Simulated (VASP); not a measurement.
P:

```
CELL_PARAMETERS angstrom
2.45277 0.00000 0.00000
0.00000 2.45277 0.00000
0.00000 0.00000 2.45277
ATOMIC_POSITIONS crystal
P 0.00000 0.00000 0.00000
```

Base run:

* Program: VASP 6.6.1
* Functional: revPBE
* Potentials or basis: VASP PAW PBE potentials, release 64 (P)
* Cutoff: 520 eV
* k mesh: 12 × 12 × 12
* Occupations: fermi-dirac, width 0.1 eV
* Spin: no spin polarisation

Its results: pressure -0.6 GPa.

The run is repeated on the same cell with these changes: k mesh from 12 × 12 × 12 to 21 × 21 × 21. What comes out?

Pressure 0.0 GPa.

Caveats: the PAW data sets were made with another functional, which shifts forces and pressure a little.
